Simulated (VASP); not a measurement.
# Ru in VASP: further runs, part 2 of 2

VASP 6.6.1. Earlier steps stand in the parts before.

## (3) Single point, PBEsol

This run uses another cell than the first one, of 121.60 Å³/atom, 1.030 times its volume.

The input, INCAR:

```
SYSTEM = Ru
PREC = Accurate
ENCUT = 520
EDIFF = 1E-6
ISMEAR = 0
SIGMA = 0.05
LREAL = .FALSE.
LASPH = .TRUE.
NELM = 100
ALGO = Normal
ISIF = 2
LWAVE = .FALSE.
LCHARG = .TRUE.
GGA = PS
LELF = .TRUE.
LVHAR = .TRUE.
NBANDS = 51
```

The input, KPOINTS:

```
regular mesh
0
G
  1 1 13
  0 0 0
```

The input, POSCAR:

```
Ru
1.0
   13.0000000000      0.0000000000      0.0000000000
    0.0000000000     13.2000000000      0.0000000000
    0.0000000000      0.0000000000      4.2519209237
Ru
6
Direct
    0.4482783844      0.3529547907      0.2500000000
    0.3448351533      0.5294090419      0.2500000000
    0.5517216156      0.5294090419      0.2500000000
    0.4482783844      0.4705909581      0.7500000000
    0.6551648467      0.4705909581      0.7500000000
    0.5517216156      0.6470452093      0.7500000000
```

Potentials or basis: VASP PAW PBE potentials, release 64 (Ru_pv).

On the command line:

```bash
> cat potpaw_PBE.64/Ru_pv/POTCAR > POTCAR
> mpirun -np 1 vasp_std > vasp.out
```

OUTCAR:

```text
SYSTEM = Ru
   PREC = Accurate
   ENCUT = 520
   EDIFF = 1E-6
   ISMEAR = 0
   LREAL = .FALSE.
   LASPH = .TRUE.
   NELM = 100
   ISIF = 2
   GGA = PS

 ion  position               nearest neighbor table
   1  0.448  0.353  0.250-   4 2.63   4 2.63   2 2.69   3 2.69
   2  0.345  0.529  0.250-   4 2.63   4 2.63   1 2.69   3 2.69
   3  0.552  0.529  0.250-   6 2.63   6 2.63   5 2.63   5 2.63   4 2.63   4 2.63   1 2.69   2 2.69

   4  0.448  0.471  0.750-   1 2.63   1 2.63   2 2.63   2 2.63   3 2.63   3 2.63   6 2.69   5 2.69

   5  0.655  0.471  0.750-   3 2.63   3 2.63   6 2.69   4 2.69
   6  0.552  0.647  0.750-   3 2.63   3 2.63   5 2.69   4 2.69

  LATTYP: Found a simple orthorhombic cell.
 ALAT       =     4.2519209237
 B/A-ratio  =     3.0574416207
 C/A-ratio  =     3.1044791841

  Lattice vectors:

 A1 = (   0.0000000000,   0.0000000000,   4.2519209237)
 A2 = (  13.0000000000,   0.0000000000,   0.0000000000)
 A3 = (   0.0000000000,  13.2000000000,   0.0000000000)

Analysis of symmetry for initial positions (statically):
=====================================================================
 Subroutine PRICEL returns:
 Original cell was already a primitive cell.

 Routine SETGRP: Setting up the symmetry group for a
 simple orthorhombic supercell.

 Subroutine GETGRP returns: Found  4 space group operations
 (whereof  2 operations were pure point group operations)
 out of a pool of  8 trial point group operations.

The static configuration has the point symmetry S_2 .
 The point group associated with its full space group is C_2h.

Analysis of symmetry for dynamics (positions and initial velocities):
=====================================================================
 Subroutine PRICEL returns:
 Original cell was already a primitive cell.

 Routine SETGRP: Setting up the symmetry group for a
 simple orthorhombic supercell.

 Subroutine GETGRP returns: Found  4 space group operations
 (whereof  2 operations were pure point group operations)
 out of a pool of  8 trial point group operations.

The dynamic configuration has the point symmetry S_2 .
 The point group associated with its full space group is C_2h.

 Subroutine INISYM returns: Found  4 space group operations
 (whereof  2 operations are pure point group operations),
 and found     1 'primitive' translations

----------------------------------------------------------------------------------------

                                     Primitive cell

  volume of cell :     729.6296

  direct lattice vectors                    reciprocal lattice vectors
    13.000000000  0.000000000  0.000000000     0.076923077  0.000000000  0.000000000
     0.000000000 13.200000000  0.000000000     0.000000000  0.075757576  0.000000000
     0.000000000  0.000000000  4.251920924     0.000000000  0.000000000  0.235187817

  length of vectors
    13.000000000 13.200000000  4.251920924     0.076923077  0.075757576  0.235187817

  position of ions in fractional coordinates (direct lattice)
     0.448278384  0.352954791  0.250000000
     0.344835153  0.529409042  0.250000000
     0.551721616  0.529409042  0.250000000
[... 36 lines left out ...]

 Found      7 irreducible k-points:

 Following reciprocal coordinates:
            Coordinates               Weight
  0.000000  0.000000  0.000000      1.000000
  0.000000  0.000000  0.076923      2.000000
  0.000000  0.000000  0.153846      2.000000
  0.000000  0.000000  0.230769      2.000000
  0.000000  0.000000  0.307692      2.000000
  0.000000  0.000000  0.384615      2.000000
  0.000000  0.000000  0.461538      2.000000
   k-points           NKPTS =      7   k-points in BZ     NKDIM =      7   number of bands    NBANDS=     51
   number of dos      NEDOS =    301   number of ions     NIONS =      6
   total plane-waves  NPLWV = 307328
   dimension x,y,z NGX =    98 NGY =   98 NGZ =   32
   dimension x,y,z NGXF=   196 NGYF=  196 NGZF=   64
   ions per type =               6
   NGX,Y,Z   is equivalent  to a cutoff of  12.53, 12.34, 12.51 a.u.
   NGXF,Y,Z  is equivalent  to a cutoff of  25.06, 24.69, 25.02 a.u.
 SYSTEM =  Ru
   PREC   = accura    normal or accurate (medium, high low for compatibility)
   ISTART =      0    job   : 0-new  1-cont  2-samecut
   ICHARG =      2    charge: 1-file 2-atom 10-const
   ISPIN  =      1    spin polarized calculation?
   LNONCOLLINEAR =      F non collinear calculations
   LSORBIT =      F    spin-orbit coupling
   LASPH  =      T    aspherical Exc in radial PAW
   ENCUT  =  520.0 eV  38.22 Ry    6.18 a.u.  24.17 24.54  7.91*2*pi/ulx,y,z
   NELM   =    100;   NELMIN=  2; NELMDL= -5     # of ELM steps
   EDIFF  = 0.1E-05   stopping-criterion for ELM
   LREAL  =      F    real-space projection
   EDIFFG = 0.1E-04   stopping-criterion for IOM
   NSW    =      0    number of steps for IOM
   IBRION =     -1    ionic relax: 0-MD 1-quasi-New 2-CG
   NFREE  =      0    steps in history (QN), initial steepest desc. (CG)
   ISIF   =      2    stress and relaxation
   ISYM   =      2    0-nonsym 1-usesym 2-fastsym
   POTIM  = 0.5000    time-step for ionic-motion
   TEBEG  =    0.0;   TEEND  =   0.0 temperature during run
   PSTRESS=    0.0 pullay stress
   NELECT =      84.0000    total number of electrons
   NUPDOWN=      -1.0000    fix difference up-down
   EMIN   =  10.00;   EMAX   =-10.00  energy-range for DOS
   EFERMI =   0.00;   METHOD = LEGACY
   ISMEAR =     0;   SIGMA  =   0.05  broadening in eV -4-tet -1-fermi 0-gaus
   EFERMI_NEDOS =   21; number of points for ismear=-14 and -15
   IALGO  =     38    algorithm
   IMIX   =      4    mixing-type and parameters
     AMIX     =   0.40;   BMIX     =  1.00
     AMIX_MAG =   1.60;   BMIX_MAG =  1.00
  volume/ion in A,a.u.               =     121.60       820.63
  Fermi-wavevector in a.u.,A,eV,Ry     =   0.796405  1.504987  8.629636  0.634260
  Thomas-Fermi vector in A             =   1.902921
   LORBIT       =      0    0 simple, 1 ext, 2 COOP (PROOUT), +10 PAW based schemes
   GGA     = PS    functional components
   LHFCALC =     F    Hartree Fock is set to
   AEXX    =    0.0000 exact exchange contribution
   IVDW    =     0    specifies the selected vdW correction
   LEPSILON=     F    determine dielectric tensor
   LRPA    =     F    only Hartree local field effects (RPA)
 non-spin polarized calculation
 Gauss-broadening in eV      SIGMA  =   0.05
  energy-cutoff  :      520.00
  volume of cell :      729.63
 maximum number of plane-waves:     19686
 NGX is ok and might be reduce to    98
   NGX = 49   NGY = 49   NGZ = 15

 number of electron      83.9999999 magnetization

 Free energy of the ion-electron system (eV)
  ---------------------------------------------------
  ext. energy  EPLUGINS =         0.00000000
  ---------------------------------------------------
  free energy    TOTEN  =       -42.02899402 eV

  energy without entropy =      -41.99590132  energy(sigma->0) =      -42.01244767

 E-fermi :  -1.9428     XC(G=0):  -2.9826

 val. band max:       -1.9594497029   @ k =   0.0000   0.0000   0.1538
 cond. band min:      -1.9316152445   @ k =   0.0000   0.0000   0.2308
 fundamental gap:      0.0278344584
 Fermi energy:        -1.9427889968

 k-point     1 :       0.0000    0.0000    0.0000
  band No.  band energies     occupation
      1     -45.2964      2.00000
      2     -44.9703      2.00000
      3     -44.9019      2.00000
      4     -44.8408      2.00000
      5     -44.7087      2.00000
      6     -44.5800      2.00000
[... 367 lines left out ...]
     50      -1.0322      0.00000
     51       0.0335      0.00000

------------------------ aborting loop because EDIFF is reached ----------------------------------------

  FORCE on cell =-STRESS in cart. coord.  units (eV):
  Direction    XX          YY          ZZ          XY          YZ          ZX
  --------------------------------------------------------------------------------------
  -------------------------------------------------------------------------------------
  Total      -13.2075050    -14.9566611    -23.6199833      1.5039731      0.0000000      0.0000000
  in kB      -29.0020639    -32.8429965    -51.8665913      3.3025408      0.0000000      0.0000000
  external PRESSURE =     -37.9038839 kB  Pullay stress =       0.0000000 kB

 VOLUME and BASIS-vectors are now :
 -----------------------------------------------------------------------------
  energy-cutoff  :      520.00
  volume of cell :      729.63
      direct lattice vectors                 reciprocal lattice vectors
    13.000000000  0.000000000  0.000000000     0.076923077  0.000000000  0.000000000
     0.000000000 13.200000000  0.000000000     0.000000000  0.075757576  0.000000000
     0.000000000  0.000000000  4.251920924     0.000000000  0.000000000  0.235187817

 POSITION                                       TOTAL-FORCE (eV/Angst)
 -----------------------------------------------------------------------------------
      5.82762      4.65900      1.06298         0.144978      3.461039      0.000000
      4.48286      6.98820      1.06298         3.068741     -1.605189     -0.000000
      7.17238      6.98820      1.06298        -0.409824     -0.235924     -0.000000
      5.82762      6.21180      3.18894         0.409824      0.235924      0.000000
      8.51714      6.21180      3.18894        -3.068741      1.605189      0.000000
      7.17238      8.54100      3.18894        -0.144978     -3.461039     -0.000000
 -----------------------------------------------------------------------------------
    total drift:                                0.000000      0.000000      0.000000

  FREE ENERGIE OF THE ION-ELECTRON SYSTEM (eV)
  ---------------------------------------------------
  free  energy   TOTEN  =       -42.0289940205 eV

  energy  without entropy=      -41.9959013241  energy(sigma->0) =      -42.01244767
```

Run time: 9.5 min. Hardware: 1 thread of AMD EPYC 7R43 (Zen 3), shared host; peak memory 0.63 GiB.

What came out:

* Free energy: -42.0290 eV
* Largest force: 3.464 eV/Å
* Band gap on the k mesh: zero (band 42 reaches -1.92 eV, above the bottom of band 43 at -2.00 eV)

Forces on the atoms (eV/Å):
```
Ru   0.145  3.461  0.000
Ru   3.069 -1.605  0.000
Ru  -0.410 -0.236  0.000
Ru   0.410  0.236  0.000
Ru  -3.069  1.605  0.000
Ru  -0.145 -3.461  0.000
```

Caveat: the PAW data sets were made with another functional, which shifts forces and pressure a little.
